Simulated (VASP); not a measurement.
# PdPt2 (P4/mmm) in VASP: a series of runs

The runs below take PdPt2 through single point, relaxation of cell and atoms, with PBE.

Program: VASP 6.6.1. These are calculated values, not measurements. Logs are shortened: lines on timing, memory, paths and dates and some standing lists are left out, and cuts for length are marked.

### Step 1. The cell of the first run

It takes space group P4/mmm (No. 123, tetragonal). Conventional cell: a = 4.010 Å, b = 4.010 Å, c = 3.493 Å, α = 90.00°, β = 90.00°, γ = 90.00°. Within 2.7 Å of Pd (site symmetry 4/mmm) lie 4 Pt at 2.01 Å. Within 2.7 Å of Pt (site symmetry mmm) lie 2 Pd at 2.01 Å.

### Step 2. Single point, PBE

INCAR

```
PREC     = Accurate       # precision mode
ENCUT    = 520            # plane-wave cutoff, eV
EDIFF    = 1E-6           # SCF threshold, eV
ISMEAR   = 0              # smearing method
SIGMA    = 0.1            # smearing width, eV
LREAL    = False          # projectors in reciprocal space
LASPH    = True           # aspherical terms in the spheres
NELM     = 80             # most SCF steps
ALGO     = Fast           # electronic algorithm
ISIF     = 2              # what is computed and relaxed
LWAVE    = False          # write WAVECAR
LCHARG   = True           # write CHGCAR
GGA      = PE             # functional
LELF     = True           # ELF
LVHAR    = True         
NBANDS   = 22             # bands
```

KPOINTS

```
regular mesh
0
Gamma
  4 4 6
```

POSCAR

```
PdPt2
1.0
    4.0101936200      0.0000000000      0.0000000000
    0.0000000000      4.0101936200      0.0000000000
    0.0000000000      0.0000000000      3.4928008600
Pd Pt
1 2
Direct
    0.0000000000      0.0000000000      0.5000000000
    0.0000000000      0.5000000000      0.5000000000
    0.5000000000      0.0000000000      0.5000000000
```

Potentials or basis: VASP PAW PBE potentials, release 64 (Pd, Pt).

On the command line:

```
cat potpaw_PBE.64/Pd/POTCAR potpaw_PBE.64/Pt/POTCAR > POTCAR
mpirun -np 1 vasp_std > vasp.out
```

OUTCAR:

```text
PREC = Accurate
   ENCUT = 520
   EDIFF = 1E-6
   ISMEAR = 0
   LREAL = False
   LASPH = True
   NELM = 80
   ISIF = 2
   GGA = PE

 ion  position               nearest neighbor table
   1  0.000  0.000  0.500-   2 2.01   3 2.01   2 2.01   3 2.01
   2  0.000  0.500  0.500-   1 2.01   1 2.01   3 2.84   3 2.84   3 2.84   3 2.84
   3  0.500  0.000  0.500-   1 2.01   1 2.01   2 2.84   2 2.84   2 2.84   2 2.84

  LATTYP: Found a simple tetragonal cell.
 ALAT       =     4.0101936200
 C/A-ratio  =     0.8709806037

  Lattice vectors:

 A1 = (   4.0101936200,   0.0000000000,   0.0000000000)
 A2 = (   0.0000000000,   4.0101936200,   0.0000000000)
 A3 = (   0.0000000000,   0.0000000000,   3.4928008600)

Analysis of symmetry for initial positions (statically):
=====================================================================
 Subroutine PRICEL returns:
 Original cell was already a primitive cell.

 Routine SETGRP: Setting up the symmetry group for a
 simple tetragonal supercell.

 Subroutine GETGRP returns: Found 16 space group operations
 (whereof 16 operations were pure point group operations)
 out of a pool of 16 trial point group operations.

The static configuration has the point symmetry D_4h.

Analysis of symmetry for dynamics (positions and initial velocities):
=====================================================================
 Subroutine PRICEL returns:
 Original cell was already a primitive cell.

 Routine SETGRP: Setting up the symmetry group for a
 simple tetragonal supercell.

 Subroutine GETGRP returns: Found 16 space group operations
 (whereof 16 operations were pure point group operations)
 out of a pool of 16 trial point group operations.

The dynamic configuration has the point symmetry D_4h.

 Subroutine INISYM returns: Found 16 space group operations
 (whereof 16 operations are pure point group operations),
 and found     1 'primitive' translations

----------------------------------------------------------------------------------------

                                     Primitive cell

  volume of cell :      56.1700

  direct lattice vectors                    reciprocal lattice vectors
     4.010193620  0.000000000  0.000000000     0.249364518  0.000000000  0.000000000
     0.000000000  4.010193620  0.000000000     0.000000000  0.249364518  0.000000000
     0.000000000  0.000000000  3.492800860     0.000000000  0.000000000  0.286303182

  length of vectors
     4.010193620  4.010193620  3.492800860     0.249364518  0.249364518  0.286303182

  position of ions in fractional coordinates (direct lattice)
     0.000000000  0.000000000  0.500000000
     0.000000000  0.500000000  0.500000000
     0.500000000  0.000000000  0.500000000

  ion indices of the primitive-cell ions
   primitive index   ion index
                 1           1
                 2           2
                 3           3

----------------------------------------------------------------------------------------

 KPOINTS: regular mesh

Automatic generation of k-mesh.
 Grid dimensions read from file:
 generate k-points for:    4    4    6

 Generating k-lattice:

  Cartesian coordinates                     Fractional coordinates (reciprocal lattice)
     0.062341130  0.000000000  0.000000000     0.250000000  0.000000000  0.000000000
     0.000000000  0.062341130  0.000000000     0.000000000  0.250000000  0.000000000
     0.000000000  0.000000000  0.047717197     0.000000000  0.000000000  0.166666667

  Length of vectors
     0.062341130  0.062341130  0.047717197

  Shift w.r.t. Gamma in fractional coordinates (k-lattice)
     0.000000000  0.000000000  0.000000000

 Subroutine IBZKPT returns following result:
 ===========================================

 Found     24 irreducible k-points:

 Following reciprocal coordinates:
            Coordinates               Weight
  0.000000  0.000000  0.000000      1.000000
  0.250000  0.000000  0.000000      4.000000
  0.500000  0.000000  0.000000      2.000000
  0.250000  0.250000  0.000000      4.000000
  0.500000  0.250000  0.000000      4.000000
  0.500000  0.500000  0.000000      1.000000
[... 16 lines left out ...]
  0.500000  0.250000  0.500000      4.000000
  0.500000  0.500000  0.500000      1.000000
   k-points           NKPTS =     24   k-points in BZ     NKDIM =     24   number of bands    NBANDS=     22
   number of dos      NEDOS =    301   number of ions     NIONS =      3
   total plane-waves  NPLWV =  25200
   dimension x,y,z NGX =    30 NGY =   30 NGZ =   28
   dimension x,y,z NGXF=    60 NGYF=   60 NGZF=   56
   ions per type =               1   2
   NGX,Y,Z   is equivalent  to a cutoff of  12.44, 12.44, 13.33 a.u.
   NGXF,Y,Z  is equivalent  to a cutoff of  24.87, 24.87, 26.65 a.u.
 SYSTEM =  unknown system
   PREC   = accura    normal or accurate (medium, high low for compatibility)
   ISTART =      0    job   : 0-new  1-cont  2-samecut
   ICHARG =      2    charge: 1-file 2-atom 10-const
   ISPIN  =      1    spin polarized calculation?
   LNONCOLLINEAR =      F non collinear calculations
   LSORBIT =      F    spin-orbit coupling
   LASPH  =      T    aspherical Exc in radial PAW
   ENCUT  =  520.0 eV  38.22 Ry    6.18 a.u.   7.46  7.46  6.49*2*pi/ulx,y,z
   NELM   =     80;   NELMIN=  2; NELMDL= -5     # of ELM steps
   EDIFF  = 0.1E-05   stopping-criterion for ELM
   LREAL  =      F    real-space projection
   EDIFFG = 0.1E-04   stopping-criterion for IOM
   NSW    =      0    number of steps for IOM
   IBRION =     -1    ionic relax: 0-MD 1-quasi-New 2-CG
   NFREE  =      0    steps in history (QN), initial steepest desc. (CG)
   ISIF   =      2    stress and relaxation
   ISYM   =      2    0-nonsym 1-usesym 2-fastsym
   POTIM  = 0.5000    time-step for ionic-motion
   TEBEG  =    0.0;   TEEND  =   0.0 temperature during run
   PSTRESS=    0.0 pullay stress
   NELECT =      30.0000    total number of electrons
   NUPDOWN=      -1.0000    fix difference up-down
   EMIN   =  10.00;   EMAX   =-10.00  energy-range for DOS
   EFERMI =   0.00;   METHOD = LEGACY
   ISMEAR =     0;   SIGMA  =   0.10  broadening in eV -4-tet -1-fermi 0-gaus
   EFERMI_NEDOS =   21; number of points for ismear=-14 and -15
   IALGO  =     68    algorithm
   IMIX   =      4    mixing-type and parameters
     AMIX     =   0.40;   BMIX     =  1.00
     AMIX_MAG =   1.60;   BMIX_MAG =  1.00
  volume/ion in A,a.u.               =      18.72       126.35
  Fermi-wavevector in a.u.,A,eV,Ry     =   1.328252  2.510032 24.004117  1.764253
  Thomas-Fermi vector in A             =   2.457503
   LORBIT       =      0    0 simple, 1 ext, 2 COOP (PROOUT), +10 PAW based schemes
   GGA     = PE    functional components
   LHFCALC =     F    Hartree Fock is set to
   AEXX    =    0.0000 exact exchange contribution
   IVDW    =     0    specifies the selected vdW correction
   LEPSILON=     F    determine dielectric tensor
   LRPA    =     F    only Hartree local field effects (RPA)
 non-spin polarized calculation
 RMM-DIIS sequential band-by-band and
 Gauss-broadening in eV      SIGMA  =   0.10
  energy-cutoff  :      520.00
  volume of cell :       56.17
 maximum number of plane-waves:      1533
 NGX is ok and might be reduce to    30
   NGX = 15   NGY = 15   NGZ = 13

 number of electron      29.9999997 magnetization

 Free energy of the ion-electron system (eV)
  ---------------------------------------------------
  ext. energy  EPLUGINS =         0.00000000
  ---------------------------------------------------
  free energy    TOTEN  =        -2.47979665 eV

  energy without entropy =       -2.45995349  energy(sigma->0) =       -2.46987507

 E-fermi :   8.0435     XC(G=0): -11.4413

 val. band max:        8.0128782229   @ k =   0.2500   0.2500   0.1667
 cond. band min:       8.1202064001   @ k =   0.5000   0.0000   0.3333
 fundamental gap:      0.1073281772
 Fermi energy:         8.0435452945

 k-point     1 :       0.0000    0.0000    0.0000
  band No.  band energies     occupation
      1      -3.6990      2.00000
      2      -3.0680      2.00000
      3      -2.1848      2.00000
      4      -0.2587      2.00000
      5      -0.2587      2.00000
      6       1.0530      2.00000
[... 14 lines left out ...]
     21      19.2247      0.00000
     22      20.5077      0.00000

 k-point     2 :       0.2500    0.0000    0.0000
  band No.  band energies     occupation
      1      -3.2278      2.00000
      2      -2.4445      2.00000
      3      -0.9072      2.00000
      4      -0.2060      2.00000
      5       0.5406      2.00000
      6       1.5706      2.00000
[... 14 lines left out ...]
     21      19.0362      0.00000
     22      19.9827      0.00000

 k-point     3 :       0.5000    0.0000    0.0000
  band No.  band energies     occupation
      1      -3.0374      2.00000
      2      -1.5532      2.00000
      3      -0.1514      2.00000
      4       2.0341      2.00000
      5       2.1276      2.00000
      6       3.2148      2.00000
[... 14 lines left out ...]
     21      17.5664      0.00000
     22      20.1248      0.00000

 k-point     4 :       0.2500    0.2500    0.0000
  band No.  band energies     occupation
      1      -2.0228      2.00000
      2      -1.8250      2.00000
      3      -0.3656      2.00000
      4       0.5075      2.00000
      5       0.6905      2.00000
      6       2.0293      2.00000
[... 14 lines left out ...]
     21      20.3907      0.00000
     22      20.8476      0.00000

 k-point     5 :       0.5000    0.2500    0.0000
  band No.  band energies     occupation
      1      -1.4165      2.00000
      2      -0.8371      2.00000
      3       0.6486      2.00000
      4       2.2125      2.00000
      5       2.2314      2.00000
      6       2.4275      2.00000
[... 14 lines left out ...]
     21      20.5002      0.00000
     22      20.6391      0.00000

 k-point     6 :       0.5000    0.5000    0.0000
  band No.  band energies     occupation
      1       0.5723      2.00000
      2       1.6320      2.00000
      3       1.8657      2.00000
      4       1.8657      2.00000
      5       2.3530      2.00000
      6       2.3530      2.00000
[... 14 lines left out ...]
     21      20.9895      0.00000
     22      20.9895      0.00000

 k-point     7 :       0.0000    0.0000    0.1667
  band No.  band energies     occupation
      1      -3.6967      2.00000
      2      -3.0572      2.00000
      3      -2.1699      2.00000
      4      -0.3682      2.00000
      5      -0.3682      2.00000
      6       1.4401      2.00000
[... 324 lines left out ...]
      6       3.1319      2.00000
[... 14 lines left out ...]
     21      16.8550      0.00000
     22      20.6136      0.00000

 k-point    21 :       0.5000    0.0000    0.5000
  band No.  band energies     occupation
      1      -3.0218      2.00000
      2      -1.4994      2.00000
      3      -0.5349      2.00000
      4       1.5561      2.00000
      5       2.5759      2.00000
      6       3.0708      2.00000
[... 14 lines left out ...]
     21      18.8518      0.00000
     22      19.7851      0.00000

 k-point    22 :       0.2500    0.2500    0.5000
  band No.  band energies     occupation
      1      -2.0101      2.00000
      2      -1.7706      2.00000
      3      -0.3270      2.00000
      4       0.0420      2.00000
      5       0.2718      2.00000
      6       3.5147      2.00000
[... 14 lines left out ...]
     21      15.6372      0.00000
     22      18.0085      0.00000

 k-point    23 :       0.5000    0.2500    0.5000
  band No.  band energies     occupation
      1      -1.3988      2.00000
      2      -0.7720      2.00000
      3       0.2211      2.00000
      4       1.7106      2.00000
      5       2.4540      2.00000
      6       2.9978      2.00000
[... 14 lines left out ...]
     21      14.7026      0.00000
     22      16.0200      0.00000

 k-point    24 :       0.5000    0.5000    0.5000
  band No.  band energies     occupation
      1       0.6636      2.00000
      2       1.6493      2.00000
      3       1.9130      2.00000
      4       1.9130      2.00000
      5       2.0571      2.00000
      6       2.0571      2.00000
[... 14 lines left out ...]
     21      12.4411      0.00000
     22      14.2043      0.00000

------------------------ aborting loop because EDIFF is reached ----------------------------------------

  FORCE on cell =-STRESS in cart. coord.  units (eV):
  Direction    XX          YY          ZZ          XY          YZ          ZX
  --------------------------------------------------------------------------------------
  -------------------------------------------------------------------------------------
  Total       58.7502867     58.7502867     -0.7713747      0.0000000      0.0000000      0.0000000
  in kB     1675.7763774   1675.7763774    -22.0024713      0.0000000      0.0000000      0.0000000
  external PRESSURE =    1109.8500945 kB  Pullay stress =       0.0000000 kB

 VOLUME and BASIS-vectors are now :
 -----------------------------------------------------------------------------
  energy-cutoff  :      520.00
  volume of cell :       56.17
      direct lattice vectors                 reciprocal lattice vectors
     4.010193620  0.000000000  0.000000000     0.249364518  0.000000000  0.000000000
     0.000000000  4.010193620  0.000000000     0.000000000  0.249364518  0.000000000
     0.000000000  0.000000000  3.492800860     0.000000000  0.000000000  0.286303182

 POSITION                                       TOTAL-FORCE (eV/Angst)
 -----------------------------------------------------------------------------------
      0.00000      0.00000      1.74640         0.000000      0.000000      0.000000
      0.00000      2.00510      1.74640         0.000000      0.000000      0.000000
      2.00510      0.00000      1.74640         0.000000      0.000000      0.000000
 -----------------------------------------------------------------------------------
    total drift:                                0.000000      0.000000      0.000000

  FREE ENERGIE OF THE ION-ELECTRON SYSTEM (eV)
  ---------------------------------------------------
  free  energy   TOTEN  =        -2.4797966481 eV

  energy  without entropy=       -2.4599534945  energy(sigma->0) =       -2.46987507
```

Wall time 17 s (1 thread of Intel Xeon Platinum 8488C (Sapphire Rapids), shared host); peak memory 0.17 GiB.

Results:

```yaml
Free_energy: -2.4798 eV
Pressure: 111.0 GPa
Band_gap_on_the_k_mesh: zero (band 15 reaches 8.77 eV, above the bottom of band 16 at 6.86 eV)
```

Caveat: the k points lie up to 0.39 Å⁻¹ apart; spin-orbit coupling is left out, which moves the levels of the heavy elements.

(Part 1 of 3 ends here.)
